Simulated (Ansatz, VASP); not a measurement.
TiSn5: VASP beside Ansatz

```
CELL_PARAMETERS angstrom
2.80489 1.61940 5.83291
-2.80489 1.61940 5.83291
0.00000 -3.23881 5.83291
ATOMIC_POSITIONS crystal
Ti 0.00000 0.00000 0.00000
Sn 0.67447 0.67447 0.67447
Sn 0.32553 0.32553 0.32553
Sn 0.84064 0.84064 0.84064
Sn 0.15936 0.15936 0.15936
Sn 0.50000 0.50000 0.50000
```

Alike in both runs: functional PBE; k mesh 3 × 3 × 3; occupations gaussian, width 0.1 eV; no spin polarisation.

Ansatz relaxed the structure, and its values are those at the end. VASP's run is a single point on that final structure, the one shown.

|  | VASP | Ansatz |
| --- | --- | --- |
| version | VASP 6.6.1 | Ansatz 0.2.0 |
| potentials or method | VASP PAW PBE potentials, release 64 (Ti_sv, Sn_d), cutoff 520 eV | scalar-relativistic, plane waves, PAW |
| valence electrons in the cell | 82 | 82 |

|  | VASP | Ansatz | Ansatz less VASP |
| --- | --- | --- | --- |
| gap on the k mesh at the Fermi level (eV) | none | none | - |
| pressure (GPa) | 0.0 | 0.0 | +0.07 |

A gap of «none» marks a metal or a gap that the smearing closes.

The k mesh is coarse, so the values compare programs but aren't converged.
